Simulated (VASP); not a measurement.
# SnTe (Imm2) in VASP: single point with LDA

Aim: the single point of SnTe with LDA.

Everything below comes from runs of VASP 6.6.1. Logs are shortened: lines on timing, memory, paths and dates and some standing lists are left out, and cuts for length are marked.

### 1 The cell of the first run

The structure is orthorhombic, space group Imm2 (No. 44). Conventional cell: a = 4.410 Å, b = 6.237 Å, c = 4.410 Å, α = 90.00°, β = 90.00°, γ = 90.00°. Within 4.0 Å of Sn (site symmetry mm2) lie 6 Te at 3.01 to 3.23 Å. Within 4.0 Å of Te (site symmetry mm2) lie 6 Sn at 3.01 to 3.23 Å.

### 2 Single point, LDA (atoms displaced along a vibrational mode)

INCAR reads:

```
SYSTEM = SnTe
ALGO     = Normal         ! electronic algorithm
EDIFF    = 1E-7           ! SCF threshold, eV
ENCUT    = 520            ! plane-wave cutoff, eV
ISIF     = 2              ! what is computed and relaxed
ISMEAR   = 0              ! smearing method
LASPH    = .TRUE.         ! aspherical terms in the spheres
LCHARG   = .FALSE.        ! write CHGCAR
LREAL    = .FALSE.        ! projectors in reciprocal space
LWAVE    = .FALSE.        ! write WAVECAR
NBANDS   = 17             ! bands
NELM     = 100            ! most SCF steps
PREC     = Accurate       ! precision mode
SIGMA    = 0.03           ! smearing width, eV
```

KPOINTS reads:

```
k-points
0
G
  10 10 10
  0 0 0
```

POSCAR reads:

```
SnTe
1.0
    0.0000000000      3.1185587808      3.1185587808
    3.1185587808      0.0000000000      3.1185587808
    3.1185587808      3.1185587808      0.0000000000
Sn Te
1 1
Direct
    0.0000000000     -0.0181814755      0.0000000000
    0.5000000000      0.5169147567      0.5000000000
```

Potentials or basis: VASP PAW LDA potentials, release 64 (Sn_d, Te).

On the command line:

```
> cat potpaw_LDA.64/Sn_d/POTCAR potpaw_LDA.64/Te/POTCAR > POTCAR
> mpirun -np 1 vasp_std > vasp.out
```

OUTCAR:

```text
SYSTEM = SnTe
   EDIFF = 1E-7
   ENCUT = 520
   ISIF = 2
   ISMEAR = 0
   LASPH = .TRUE.
   LREAL = .FALSE.
   NELM = 100
   PREC = Accurate

 ion  position               nearest neighbor table
   1  0.000  0.982  0.000-   2 3.01   2 3.01   2 3.12   2 3.12   2 3.23   2 3.23
   2  0.500  0.517  0.500-   1 3.01   1 3.01   1 3.12   1 3.12   1 3.23   1 3.23

  LATTYP: Found a face centered cubic cell.
 ALAT       =     6.2371175616

  Lattice vectors:

 A1 = (   0.0000000000,   3.1185587808,   3.1185587808)
 A2 = (   3.1185587808,   0.0000000000,   3.1185587808)
 A3 = (   3.1185587808,   3.1185587808,   0.0000000000)

Analysis of symmetry for initial positions (statically):
=====================================================================
 Subroutine PRICEL returns:
 Original cell was already a primitive cell.

 Routine SETGRP: Setting up the symmetry group for a
 face centered cubic supercell.

 Subroutine GETGRP returns: Found  4 space group operations
 (whereof  4 operations were pure point group operations)
 out of a pool of 48 trial point group operations.

The static configuration has the point symmetry C_2v.

Analysis of symmetry for dynamics (positions and initial velocities):
=====================================================================
 Subroutine PRICEL returns:
 Original cell was already a primitive cell.

 Routine SETGRP: Setting up the symmetry group for a
 face centered cubic supercell.

 Subroutine GETGRP returns: Found  4 space group operations
 (whereof  4 operations were pure point group operations)
 out of a pool of 48 trial point group operations.

The dynamic configuration has the point symmetry C_2v.

 Subroutine INISYM returns: Found  4 space group operations
 (whereof  4 operations are pure point group operations),
 and found     1 'primitive' translations

----------------------------------------------------------------------------------------

                                     Primitive cell

  volume of cell :      60.6585

  direct lattice vectors                    reciprocal lattice vectors
     0.000000000  3.118558781  3.118558781    -0.160330472  0.160330472  0.160330472
     3.118558781  0.000000000  3.118558781     0.160330472 -0.160330472  0.160330472
     3.118558781  3.118558781  0.000000000     0.160330472  0.160330472 -0.160330472

  length of vectors
     4.410308123  4.410308123  4.410308123     0.277700523  0.277700523  0.277700523

  position of ions in fractional coordinates (direct lattice)
     0.000000000  0.981818524  0.000000000
     0.500000000  0.516914757  0.500000000

[... 77 lines left out ...]
   LREAL  =      F    real-space projection
   EDIFFG = 0.1E-05   stopping-criterion for IOM
   NSW    =      0    number of steps for IOM
   IBRION =     -1    ionic relax: 0-MD 1-quasi-New 2-CG
   NFREE  =      0    steps in history (QN), initial steepest desc. (CG)
   ISIF   =      2    stress and relaxation
   ISYM   =      2    0-nonsym 1-usesym 2-fastsym
   POTIM  = 0.5000    time-step for ionic-motion
   TEBEG  =    0.0;   TEEND  =   0.0 temperature during run
   PSTRESS=    0.0 pullay stress
   NELECT =      20.0000    total number of electrons
   NUPDOWN=      -1.0000    fix difference up-down
   EMIN   =  10.00;   EMAX   =-10.00  energy-range for DOS
   EFERMI =   0.00;   METHOD = LEGACY
   ISMEAR =     0;   SIGMA  =   0.03  broadening in eV -4-tet -1-fermi 0-gaus
   EFERMI_NEDOS =   21; number of points for ismear=-14 and -15
   IALGO  =     38    algorithm
   IMIX   =      4    mixing-type and parameters
     AMIX     =   0.40;   BMIX     =  1.00
     AMIX_MAG =   1.60;   BMIX_MAG =  1.00
  volume/ion in A,a.u.               =      30.33       204.67
  Fermi-wavevector in a.u.,A,eV,Ry     =   1.130978  2.137239 17.403371  1.279112
  Thomas-Fermi vector in A             =   2.267676
   LORBIT       =      0    0 simple, 1 ext, 2 COOP (PROOUT), +10 PAW based schemes
   GGA     = CA    functional components
   LHFCALC =     F    Hartree Fock is set to
   AEXX    =    0.0000 exact exchange contribution
   IVDW    =     0    specifies the selected vdW correction
   LEPSILON=     F    determine dielectric tensor
   LRPA    =     F    only Hartree local field effects (RPA)
 non-spin polarized calculation
 Gauss-broadening in eV      SIGMA  =   0.03
  energy-cutoff  :      520.00
  volume of cell :       60.66
 maximum number of plane-waves:      1660
 NGX is ok and might be reduce to    36
   NGX = 17   NGY = 17   NGZ = 17

 number of electron      19.9999999 magnetization

 Free energy of the ion-electron system (eV)
  ---------------------------------------------------
  ext. energy  EPLUGINS =         0.00000000
  ---------------------------------------------------
  free energy    TOTEN  =        -8.82696755 eV

  energy without entropy =       -8.82696745  energy(sigma->0) =       -8.82696750

 E-fermi :   7.1610     XC(G=0):  -9.8705

 val. band max:        7.0845726057   @ k =   0.5000   0.0000   0.0000
 cond. band min:       7.2374742611   @ k =   0.5000   0.0000   0.0000
 fundamental gap:      0.1529016553
 Fermi energy:         7.1610233845

 k-point     1 :       0.0000    0.0000    0.0000
  band No.  band energies     occupation
      1     -14.6541      2.00000
      2     -14.6534      2.00000
      3     -14.6428      2.00000
      4     -14.6412      2.00000
      5     -14.6403      2.00000
      6      -5.9453      2.00000
[... 457 lines left out ...]
      4     -14.6360      2.00000
      5     -14.6337      2.00000
      6      -4.8633      2.00000
[... 9 lines left out ...]
     16      15.2193      0.00000
     17      17.1131      0.00000

 [... further k-points ...]

------------------------ aborting loop because EDIFF is reached ----------------------------------------

  FORCE on cell =-STRESS in cart. coord.  units (eV):
  Direction    XX          YY          ZZ          XY          YZ          ZX
  --------------------------------------------------------------------------------------
  -------------------------------------------------------------------------------------
  Total        0.1793341      0.0393408      0.1793341      0.0000000      0.0000000      0.0488202
  in kB        4.7367620      1.0391111      4.7367620      0.0000000      0.0000000      1.2894921
  external PRESSURE =       3.5042117 kB  Pullay stress =       0.0000000 kB

 VOLUME and BASIS-vectors are now :
 -----------------------------------------------------------------------------
  energy-cutoff  :      520.00
  volume of cell :       60.66
      direct lattice vectors                 reciprocal lattice vectors
     0.000000000  3.118558781  3.118558781    -0.160330472  0.160330472  0.160330472
     3.118558781  0.000000000  3.118558781     0.160330472 -0.160330472  0.160330472
     3.118558781  3.118558781  0.000000000     0.160330472  0.160330472 -0.160330472

 POSITION                                       TOTAL-FORCE (eV/Angst)
 -----------------------------------------------------------------------------------
      3.06186      0.00000      3.06186         0.073993      0.000000      0.073993
      3.17131      3.11856      3.17131        -0.073993     -0.000000     -0.073993
 -----------------------------------------------------------------------------------
    total drift:                               -0.000265     -0.000000     -0.000265

  FREE ENERGIE OF THE ION-ELECTRON SYSTEM (eV)
  ---------------------------------------------------
  free  energy   TOTEN  =        -8.8269675519 eV

  energy  without entropy=       -8.8269674495  energy(sigma->0) =       -8.82696750
```

OSZICAR:

```text
N       E                     dE             d eps       ncg     rms          rms(c)
DAV:   1     0.125044670501E+03    0.12504E+03   -0.95506E+03  5863   0.138E+03
DAV:   2     0.293417678720E+01   -0.12211E+03   -0.11881E+03  6199   0.331E+02
DAV:   3    -0.853214550230E+01   -0.11466E+02   -0.11350E+02  7322   0.901E+01
DAV:   4    -0.886886896320E+01   -0.33672E+00   -0.33643E+00  6837   0.159E+01
DAV:   5    -0.888230543811E+01   -0.13436E-01   -0.13436E-01  8546   0.312E+00    0.508E+00
DAV:   6    -0.883291706247E+01    0.49388E-01   -0.94334E-02  8257   0.219E+00    0.321E+00
DAV:   7    -0.882791934553E+01    0.49977E-02   -0.38501E-02  7731   0.103E+00    0.644E-01
DAV:   8    -0.882695157074E+01    0.96777E-03   -0.63591E-03  7450   0.614E-01    0.157E-01
DAV:   9    -0.882698171013E+01   -0.30139E-04   -0.51223E-04  7679   0.193E-01    0.482E-02
DAV:  10    -0.882696733174E+01    0.14378E-04   -0.56384E-05  7701   0.632E-02    0.220E-02
DAV:  11    -0.882696792252E+01   -0.59077E-06   -0.15647E-05  7685   0.311E-02    0.136E-02
DAV:  12    -0.882696757256E+01    0.34995E-06   -0.15070E-06  7421   0.103E-02    0.740E-03
DAV:  13    -0.882696755193E+01    0.20635E-07   -0.22249E-07  5874   0.311E-03
   1 F= -.88269676E+01 E0= -.88269675E+01  d E =-.102385E-06
```

Wall time 2 min (1 thread of Intel Xeon Platinum 8375C at 2.90GHz (Ice Lake), shared host); peak memory 0.3 GiB.

What came out:

* Free energy: -8.8270 eV
* Pressure: 0.4 GPa
* Largest force: 0.105 eV/Å
* Band gap on the k mesh: 0.15 eV

Forces in eV/Å, atoms in the order of the input:
```
Sn   0.074  0.000  0.074
Te  -0.074  0.000 -0.074
```

Levels at points of the mesh, in eV from the valence-band top:
```
           k point  band 6  band 7  band 8  band 9  band 10  band 11  band 12  band 13  band 14  band 15
(0.00, 0.00, 0.00)  -13.03   -4.60   -2.21   -2.14    -2.14     3.22     3.24     3.43     4.77     4.94
(0.50, 0.00, 0.00)  -11.66   -8.52   -1.88   -1.88     0.00     0.15     0.44     0.50     7.82     8.84
(0.00, 0.50, 0.00)  -11.69   -8.45   -1.91   -1.81    -0.22     0.31     0.43     0.45     7.72     8.90
(0.50, 0.50, 0.00)  -11.34   -6.70   -5.57   -3.83    -3.82     2.04     5.10     5.12     6.61     9.17
(0.50, 0.00, 0.50)  -11.35   -6.53   -5.74   -3.87    -3.76     1.97     5.09     5.21     6.57     9.16
```

Caveat: the cell differs from its parent crystal (atoms displaced along a vibrational mode); spin-orbit coupling is left out, which moves the levels of the heavy elements. A k mesh can miss the band edges.
